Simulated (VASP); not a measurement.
# La (Im-3m) in VASP: a series of runs

La is run at these levels: PBEsol; tasks: single point.

Everything below comes from runs of VASP 6.6.1. Logs are shortened: lines on timing, memory, paths and dates and some standing lists are left out, and cuts for length are marked.

**1. The cell of the first run**

It takes space group Im-3m (No. 229, cubic). Conventional cell: a = 3.607 Å, b = 3.607 Å, c = 3.607 Å, α = 90.00°, β = 90.00°, γ = 90.00°. Within 4.1 Å of La (site symmetry m-3m) lie 14 La at 3.12 to 3.61 Å.

**2. Single point, PBEsol**

File INCAR:

```
PREC     = Accurate       # precision mode
ENCUT    = 520            # plane-wave cutoff, eV
EDIFF    = 1E-6           # SCF threshold, eV
ISMEAR   = -1             # smearing method
SIGMA    = 0.05           # smearing width, eV
LREAL    = F              # projectors in reciprocal space
LASPH    = T              # aspherical terms in the spheres
NELM     = 80             # most SCF steps
ALGO     = Normal         # electronic algorithm
ISIF     = 2              # what is computed and relaxed
LWAVE    = F              # write WAVECAR
LCHARG   = F              # write CHGCAR
GGA      = PS             # functional
NBANDS   = 12             # bands
```

File KPOINTS:

```
regular mesh
0
Gamma
  9 9 9
```

File POSCAR:

```
La
1.0
   -1.8035760959      1.8035760959      1.8035760959
    1.8035760959     -1.8035760959      1.8035760959
    1.8035760959      1.8035760959     -1.8035760959
La
1
Direct
    0.0000000000      0.0000000000      0.0000000000
```

Potentials or basis: VASP PAW PBE potentials, release 64 (La).

On the command line:

```console
$ cat potpaw_PBE.64/La/POTCAR > POTCAR
$ mpirun -np 1 vasp_std > vasp.out
```

OUTCAR:

```text
PREC = Accurate
   ENCUT = 520
   EDIFF = 1E-6
   ISMEAR = -1
   LREAL = F
   LASPH = T
   NELM = 80
   ISIF = 2
   GGA = PS

 ion  position               nearest neighbor table
   1  0.000  0.000  0.000-

  LATTYP: Found a body centered cubic cell.
 ALAT       =     3.6071521918

  Lattice vectors:

 A1 = (  -1.8035760959,   1.8035760959,   1.8035760959)
 A2 = (   1.8035760959,  -1.8035760959,   1.8035760959)
 A3 = (   1.8035760959,   1.8035760959,  -1.8035760959)

Analysis of symmetry for initial positions (statically):
=====================================================================
 Subroutine PRICEL returns:
 Original cell was already a primitive cell.

 Routine SETGRP: Setting up the symmetry group for a
 body centered cubic supercell.

 Subroutine GETGRP returns: Found 48 space group operations
 (whereof 48 operations were pure point group operations)
 out of a pool of 48 trial point group operations.

The static configuration has the point symmetry O_h .

Analysis of symmetry for dynamics (positions and initial velocities):
=====================================================================
 Subroutine PRICEL returns:
 Original cell was already a primitive cell.

 Routine SETGRP: Setting up the symmetry group for a
 body centered cubic supercell.

 Subroutine GETGRP returns: Found 48 space group operations
 (whereof 48 operations were pure point group operations)
 out of a pool of 48 trial point group operations.

The dynamic configuration has the point symmetry O_h .

 Subroutine INISYM returns: Found 48 space group operations
 (whereof 48 operations are pure point group operations),
 and found     1 'primitive' translations

----------------------------------------------------------------------------------------

                                     Primitive cell

  volume of cell :      23.4673

  direct lattice vectors                    reciprocal lattice vectors
    -1.803576096  1.803576096  1.803576096     0.000000000  0.277227005  0.277227005
     1.803576096 -1.803576096  1.803576096     0.277227005  0.000000000  0.277227005
     1.803576096  1.803576096 -1.803576096     0.277227005  0.277227005  0.000000000

  length of vectors
     3.123885433  3.123885433  3.123885433     0.392058191  0.392058191  0.392058191

  position of ions in fractional coordinates (direct lattice)
     0.000000000  0.000000000  0.000000000

  ion indices of the primitive-cell ions
   primitive index   ion index
                 1           1

----------------------------------------------------------------------------------------

 KPOINTS: regular mesh

Automatic generation of k-mesh.
 Grid dimensions read from file:
 generate k-points for:    9    9    9

 Generating k-lattice:

  Cartesian coordinates                     Fractional coordinates (reciprocal lattice)
     0.000000000  0.030803001  0.030803001     0.111111111  0.000000000  0.000000000
     0.030803001  0.000000000  0.030803001     0.000000000  0.111111111  0.000000000
     0.030803001  0.030803001  0.000000000     0.000000000  0.000000000  0.111111111

  Length of vectors
     0.043562021  0.043562021  0.043562021

  Shift w.r.t. Gamma in fractional coordinates (k-lattice)
     0.000000000  0.000000000  0.000000000

 Subroutine IBZKPT returns following result:
 ===========================================

 Found     35 irreducible k-points:

 Following reciprocal coordinates:
            Coordinates               Weight
  0.000000  0.000000  0.000000      1.000000
  0.111111  0.000000  0.000000     12.000000
  0.222222  0.000000  0.000000     12.000000
  0.333333  0.000000  0.000000     12.000000
  0.444444  0.000000  0.000000     12.000000
  0.111111  0.111111  0.000000     24.000000
[... 16 lines left out ...]
 -0.333333  0.444444  0.111111     48.000000
 -0.444444 -0.444444  0.111111     24.000000
 [... further k-points ...]
   k-points           NKPTS =     35   k-points in BZ     NKDIM =     35   number of bands    NBANDS=     12
   number of dos      NEDOS =    301   number of ions     NIONS =      1
   total plane-waves  NPLWV =  13824
   dimension x,y,z NGX =    24 NGY =   24 NGZ =   24
   dimension x,y,z NGXF=    48 NGYF=   48 NGZF=   48
   ions per type =               1
   NGX,Y,Z   is equivalent  to a cutoff of  12.77, 12.77, 12.77 a.u.
   NGXF,Y,Z  is equivalent  to a cutoff of  25.54, 25.54, 25.54 a.u.
 SYSTEM =  unknown system
   PREC   = accura    normal or accurate (medium, high low for compatibility)
   ISTART =      0    job   : 0-new  1-cont  2-samecut
   ICHARG =      2    charge: 1-file 2-atom 10-const
   ISPIN  =      1    spin polarized calculation?
   LNONCOLLINEAR =      F non collinear calculations
   LSORBIT =      F    spin-orbit coupling
   LASPH  =      T    aspherical Exc in radial PAW
   ENCUT  =  520.0 eV  38.22 Ry    6.18 a.u.   5.81  5.81  5.81*2*pi/ulx,y,z
   NELM   =     80;   NELMIN=  2; NELMDL= -5     # of ELM steps
   EDIFF  = 0.1E-05   stopping-criterion for ELM
   LREAL  =      F    real-space projection
   EDIFFG = 0.1E-04   stopping-criterion for IOM
   NSW    =      0    number of steps for IOM
   IBRION =     -1    ionic relax: 0-MD 1-quasi-New 2-CG
   NFREE  =      0    steps in history (QN), initial steepest desc. (CG)
   ISIF   =      2    stress and relaxation
   ISYM   =      2    0-nonsym 1-usesym 2-fastsym
   POTIM  = 0.5000    time-step for ionic-motion
   TEBEG  =    0.0;   TEEND  =   0.0 temperature during run
   PSTRESS=    0.0 pullay stress
   NELECT =      11.0000    total number of electrons
   NUPDOWN=      -1.0000    fix difference up-down
   EMIN   =  10.00;   EMAX   =-10.00  energy-range for DOS
   EFERMI =   0.00;   METHOD = LEGACY
   ISMEAR =    -1;   SIGMA  =   0.05  broadening in eV -4-tet -1-fermi 0-gaus
   EFERMI_NEDOS =   21; number of points for ismear=-14 and -15
   IALGO  =     38    algorithm
   IMIX   =      4    mixing-type and parameters
     AMIX     =   0.40;   BMIX     =  1.00
     AMIX_MAG =   1.60;   BMIX_MAG =  1.00
  volume/ion in A,a.u.               =      23.47       158.37
  Fermi-wavevector in a.u.,A,eV,Ry     =   1.271700  2.403164 22.003618  1.617220
  Thomas-Fermi vector in A             =   2.404619
   LORBIT       =      0    0 simple, 1 ext, 2 COOP (PROOUT), +10 PAW based schemes
   GGA     = PS    functional components
   LHFCALC =     F    Hartree Fock is set to
   AEXX    =    0.0000 exact exchange contribution
   IVDW    =     0    specifies the selected vdW correction
   LEPSILON=     F    determine dielectric tensor
   LRPA    =     F    only Hartree local field effects (RPA)
 non-spin polarized calculation
  energy-cutoff  :      520.00
  volume of cell :       23.47
 maximum number of plane-waves:       643
   NGX = 11   NGY = 11   NGZ = 11

 number of electron      11.0000001 magnetization

 Free energy of the ion-electron system (eV)
  ---------------------------------------------------
  ext. energy  EPLUGINS =         0.00000000
  ---------------------------------------------------
  free energy    TOTEN  =        -4.71916869 eV

  energy without entropy =       -4.70296022  energy(sigma->0) =       -4.71106446

 E-fermi :  12.8802     XC(G=0): -11.7291

 val. band max:       12.8730713621   @ k =   0.2222   0.1111   0.0000
 cond. band min:      12.9500767462   @ k =   0.1111   0.1111   0.1111
 fundamental gap:      0.0770053840
 Fermi energy:        12.8801752092

 k-point     1 :       0.0000    0.0000    0.0000
  band No.  band energies     occupation
      1     -19.8635      2.00000
      2      -0.8733      2.00000
      3      -0.8733      2.00000
      4      -0.8733      2.00000
      5      11.1567      2.00000
      6      14.8504      0.00000
      7      14.8504      0.00000
      8      14.8504      0.00000
      9      14.9367      0.00000
     10      14.9367      0.00000
     11      14.9367      0.00000
     12      16.7350      0.00000

 k-point     2 :       0.1111    0.0000    0.0000
  band No.  band energies     occupation
      1     -19.7526      2.00000
      2      -1.5271      2.00000
      3      -1.0606      2.00000
      4      -0.8905      2.00000
      5      11.8212      2.00000
      6      14.0206      0.00000
      7      14.0274      0.00000
      8      14.8088      0.00000
      9      15.2219      0.00000
     10      15.5858      0.00000
     11      15.6036      0.00000
     12      16.6257      0.00000

 k-point     3 :       0.2222    0.0000    0.0000
  band No.  band energies     occupation
      1     -19.4562      2.00000
      2      -2.9640      2.00000
      3      -1.5002      2.00000
      4      -0.9356      2.00000
      5      11.9246      2.00000
      6      13.1716      0.00587
      7      14.4607      0.00000
      8      14.7781      0.00000
      9      15.6240      0.00000
     10      16.0120      0.00000
     11      16.0662      0.00000
     12      16.5199      0.00000
[... 286 lines left out ...]
 k-point    23 :      -0.3333    0.4444    0.1111
  band No.  band energies     occupation
      1     -18.7433      2.00000
      2      -4.6107      2.00000
      3      -2.8669      2.00000
      4      -1.6449      2.00000
      5      11.7169      2.00000
      6      12.7301      1.90526
      7      14.3486      0.00000
      8      14.9778      0.00000
      9      15.6704      0.00000
     10      16.3958      0.00000
     11      16.4596      0.00000
     12      16.6603      0.00000

 k-point    24 :      -0.4444   -0.4444    0.1111
  band No.  band energies     occupation
      1     -18.6178      2.00000
      2      -4.9286      2.00000
      3      -3.0757      2.00000
      4      -1.6462      2.00000
      5      11.4764      2.00000
      6      13.0031      0.15765
      7      14.0598      0.00000
      8      14.7381      0.00000
      9      15.8537      0.00000
     10      16.4988      0.00000
     11      16.5572      0.00000
     12      16.6256      0.00000

 [... further k-points ...]
[... 5 lines left out ...]
  --------------------------------------------------------------------------------------
  -------------------------------------------------------------------------------------
  Total        2.9662471      2.9662471      2.9662471     -0.0000000     -0.0000000      0.0000000
  in kB      202.5137483    202.5137483    202.5137483     -0.0000000     -0.0000000      0.0000000
  external PRESSURE =     202.5137483 kB  Pullay stress =       0.0000000 kB

 VOLUME and BASIS-vectors are now :
 -----------------------------------------------------------------------------
  energy-cutoff  :      520.00
  volume of cell :       23.47
      direct lattice vectors                 reciprocal lattice vectors
    -1.803576096  1.803576096  1.803576096     0.000000000  0.277227005  0.277227005
     1.803576096 -1.803576096  1.803576096     0.277227005  0.000000000  0.277227005
     1.803576096  1.803576096 -1.803576096     0.277227005  0.277227005  0.000000000

 POSITION                                       TOTAL-FORCE (eV/Angst)
 -----------------------------------------------------------------------------------
      0.00000      0.00000      0.00000         0.000000      0.000000      0.000000
 -----------------------------------------------------------------------------------
    total drift:                                0.000000     -0.000000     -0.000000

  FREE ENERGIE OF THE ION-ELECTRON SYSTEM (eV)
  ---------------------------------------------------
  free  energy   TOTEN  =        -4.7191686887 eV

  energy  without entropy=       -4.7029602242  energy(sigma->0) =       -4.71106446
```

Wall time 8.2 s (1 thread of Intel Xeon Platinum 8488C (Sapphire Rapids), shared host); peak memory 0.15 GiB.

Results:

```yaml
Free_energy: -4.7192 eV
Pressure: 20.3 GPa
```

Levels at points of the mesh, in eV from the Fermi level:
```tsv
k point	band 1	band 2	band 3	band 4	band 5	band 6	band 7	band 8	band 9	band 10
(0.00, 0.00, 0.00)	-32.74	-13.75	-13.75	-13.75	-1.72	1.97	1.97	1.97	2.06	2.06
```

Caveat: the PAW data sets were made with another functional, which shifts forces and pressure a little; spin-orbit coupling is left out, which moves the levels of the heavy elements.

**3. Single point, PBEsol**

This run uses another cell than the first one, of 26.78 Å³/atom, 1.141 times its volume.

File INCAR:

```
PREC = Accurate
ENCUT = 520
EDIFF = 1E-6
ISMEAR = -1
SIGMA = 0.05
LREAL = False
LASPH = True
NELM = 60
ALGO = Normal
ISIF = 2
LWAVE = False
LCHARG = True
GGA = PS
LELF = True
LVHAR = True
NBANDS = 12
```

File KPOINTS:

```
Automatic mesh
0
Gamma
  9 9 9
```

File POSCAR:

```
La
1.0
   -1.8848384840      1.8848384840      1.8848384840
    1.8848384840     -1.8848384840      1.8848384840
    1.8848384840      1.8848384840     -1.8848384840
La
1
Direct
    0.0000000000      0.0000000000      0.0000000000
```

Potentials or basis: VASP PAW PBE potentials, release 64 (La).

On the command line:

```console
$ cat potpaw_PBE.64/La/POTCAR > POTCAR
$ mpirun -np 1 vasp_std > vasp.out
```

Run time: 7.4 s. Hardware: 1 thread of Intel Xeon Platinum 8488C (Sapphire Rapids), shared host; peak memory 0.15 GiB.

It converged, with:

```
Free energy : -5.0204 eV
Pressure    : 10.2 GPa
```

Levels at points of the mesh, in eV from the Fermi level:
| k point | band 2 | band 3 | band 4 | band 5 | band 6 | band 7 | band 8 | band 9 |
| --- | --- | --- | --- | --- | --- | --- | --- | --- |
| (0.00, 0.00, 0.00) | -14.44 | -14.44 | -14.44 | -2.46 | 1.87 | 1.87 | 1.87 | 1.90 |

Caveat: the PAW data sets were made with another functional, which shifts forces and pressure a little; spin-orbit coupling is left out, which moves the levels of the heavy elements.

**4. Single point, PBEsol**

This run uses another cell than the first one, of 29.67 Å³/atom, 1.264 times its volume.

File INCAR:

```
ALGO     = Fast           # electronic algorithm
EDIFF    = 1E-6           # SCF threshold, eV
ENCUT    = 520            # plane-wave cutoff, eV
GGA      = PS             # functional
ISIF     = 2              # what is computed and relaxed
ISMEAR   = -1             # smearing method
LASPH    = True           # aspherical terms in the spheres
LCHARG   = True           # write CHGCAR
LELF     = True           # ELF
LREAL    = False          # projectors in reciprocal space
LVHAR    = True         
LWAVE    = False          # write WAVECAR
NBANDS   = 12             # bands
NELM     = 60             # most SCF steps
PREC     = Accurate       # precision mode
SIGMA    = 0.05           # smearing width, eV
```

File KPOINTS:

```
k-points
0
Gamma
  9 9 9
```

File POSCAR:

```
La
1.0
   -1.9502653418      1.9502653418      1.9502653418
    1.9502653418     -1.9502653418      1.9502653418
    1.9502653418      1.9502653418     -1.9502653418
La
1
Direct
    0.0000000000      0.0000000000      0.0000000000
```

On the command line:

```console
$ cat potpaw_PBE.64/La/POTCAR > POTCAR
$ mpirun -np 1 vasp_std > vasp.out
```

It took 36 s on 1 thread of Intel Xeon Platinum 8488C (Sapphire Rapids), shared host; peak memory 0.17 GiB.

Results (log left out):

* Free energy: -5.1513 eV
* Pressure: 5.1 GPa

Levels at points of the mesh, in eV from the Fermi level:
| k point | band 4 | band 5 | band 6 | band 7 | band 8 | band 9 |
| --- | --- | --- | --- | --- | --- | --- |
| (0.00, 0.00, 0.00) | -14.90 | -2.83 | 1.74 | 1.74 | 1.74 | 1.83 |

Caveat: the PAW data sets were made with another functional, which shifts forces and pressure a little; spin-orbit coupling is left out, which moves the levels of the heavy elements.

**5. Single point, PBEsol**

This run uses another cell than the first one, of 32.40 Å³/atom, 1.381 times its volume.

File INCAR:

```
SYSTEM = La
PREC = Accurate
ENCUT = 520
EDIFF = 1E-7
ISMEAR = -1
SIGMA = 0.05
LREAL = .False.
LASPH = .True.
NELM = 100
ALGO = Normal
ISIF = 2
LWAVE = .False.
LCHARG = .True.
GGA = PS
LELF = .True.
LVHAR = .True.
NBANDS = 12
```

File KPOINTS:

```
Automatic mesh
0
Gamma
  9 9 9
  0 0 0
```

File POSCAR:

```
La
1.0
   -2.0082375646      2.0082375646      2.0082375646
    2.0082375646     -2.0082375646      2.0082375646
    2.0082375646      2.0082375646     -2.0082375646
La
1
Direct
    0.0000000000      0.0000000000      0.0000000000
```

On the command line:

```console
$ cat potpaw_PBE.64/La/POTCAR > POTCAR
$ mpirun -np 1 vasp_std > vasp.out
```

Wall time 12 s (1 thread of Intel Xeon Platinum 8488C (Sapphire Rapids), shared host); peak memory 0.17 GiB.

The run converged. Its results:

```yaml
Free_energy: -5.2124 eV
Pressure: 2.0 GPa
```

Levels at points of the mesh, in eV from the Fermi level:
| k point | band 4 | band 5 | band 6 | band 7 | band 8 | band 9 |
| --- | --- | --- | --- | --- | --- | --- |
| (0.00, 0.00, 0.00) | -15.25 | -3.04 | 1.65 | 1.65 | 1.65 | 1.75 |

Caveat: the PAW data sets were made with another functional, which shifts forces and pressure a little; spin-orbit coupling is left out, which moves the levels of the heavy elements.

**6. Single point, PBEsol**

This run uses another cell than the first one, of 34.49 Å³/atom, 1.470 times its volume.

File INCAR:

```
PREC = Accurate
ENCUT = 520
EDIFF = 1E-7
ISMEAR = -1
SIGMA = 0.05
LREAL = F
LASPH = T
NELM = 80
ALGO = Normal
ISIF = 2
LWAVE = F
LCHARG = F
GGA = PS
NBANDS = 12
```

File KPOINTS:

```
Automatic mesh
0
Gamma
  9 9 9
```

File POSCAR:

```
La
1.0
   -2.0505963391      2.0505963391      2.0505963391
    2.0505963391     -2.0505963391      2.0505963391
    2.0505963391      2.0505963391     -2.0505963391
La
1
Direct
    0.0000000000      0.0000000000      0.0000000000
```

Potentials or basis: VASP PAW PBE potentials, release 64 (La).

On the command line:

```console
$ cat potpaw_PBE.64/La/POTCAR > POTCAR
$ mpirun -np 1 vasp_std > vasp.out
```

It took 13 s on 1 thread of Intel Xeon Platinum 8488C (Sapphire Rapids), shared host; peak memory 0.17 GiB.

Results (log left out):

| Quantity | Value |
| --- | --- |
| Free energy | -5.2255 eV |
| Pressure | 0.0 GPa |

Levels at points of the mesh, in eV from the Fermi level:
```tsv
k point	band 3	band 4	band 5	band 6	band 7	band 8	band 9	band 10
(0.00, 0.00, 0.00)	-15.49	-15.49	-3.15	1.57	1.57	1.57	1.67	1.67
```

Caveat: the PAW data sets were made with another functional, which shifts forces and pressure a little; spin-orbit coupling is left out, which moves the levels of the heavy elements.

**7. Summary**

```tsv
cell	gap on the mesh (eV)	pressure (GPa)
a = 3.124 Å, angles 109.5°, 1 atom	none	20.3
a = 3.265 Å, angles 109.5°, 1 atom	none	10.2
a = 3.378 Å, angles 109.5°, 1 atom	none	5.1
a = 3.478 Å, angles 109.5°, 1 atom	none	2.0
a = 3.552 Å, angles 109.5°, 1 atom	none	0.0
```

Alike in all rows: task single point; level PBEsol; potentials or basis VASP PAW PBE potentials, release 64 (La); no spin polarisation; k mesh 9 × 9 × 9; cutoff (eV) 520; smearing fermi-dirac 0.05 eV.

Caveats: the PAW data sets were made with another functional, which shifts forces and pressure a little; spin-orbit coupling is left out, which moves the levels of the heavy elements.

Total energies depend on the potentials used, so only differences within one code and one set of settings carry meaning.
